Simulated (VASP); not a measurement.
A run of VASP 6.6.1:

Contents of INCAR:

```
SYSTEM = Hg
ALGO     = Fast           ! electronic algorithm
EDIFF    = 1E-7           ! SCF threshold, eV
ENCUT    = 520            ! plane-wave cutoff, eV
GGA      = PE             ! functional
ISIF     = 2              ! what is computed and relaxed
ISMEAR   = 0              ! smearing method
LASPH    = .True.         ! aspherical terms in the spheres
LCHARG   = .False.        ! write CHGCAR
LREAL    = .False.        ! projectors in reciprocal space
LWAVE    = .False.        ! write WAVECAR
NBANDS   = 19             ! bands
NELM     = 100            ! most SCF steps
PREC     = Accurate       ! precision mode
SIGMA    = 0.1            ! smearing width, eV
```

Contents of KPOINTS:

```
k-points
0
Gamma
  10 10 14
  0 0 0
```

POSCAR

```
Hg
1.0
    4.7089415671      0.0000000000      0.0000000000
    0.0000000000      4.1269297703      0.0000000000
   -0.5413485090      0.0000000000      3.0841332179
Hg
2
Direct
    0.5000000000      0.0000000000      0.5000000000
    0.0000000000      0.5000000000      0.5000000000
```

Potentials or basis: VASP PAW PBE potentials, release 64 (Hg).

Run with:

```sh
$ cat potpaw_PBE.64/Hg/POTCAR > POTCAR
$ mpirun -np 1 vasp_std > vasp.out
```

Hardware: 1 thread of Intel(R) Xeon(R) 6975P-C (Granite Rapids), with other jobs on the host.

Q: How long does it take, and how much memory?

A: Run time: 110 s on 1 thread of Intel(R) Xeon(R) 6975P-C (Granite Rapids), with other jobs on the host, peak memory 0.48 GiB. Counts: scf iterations 12, k points 432.
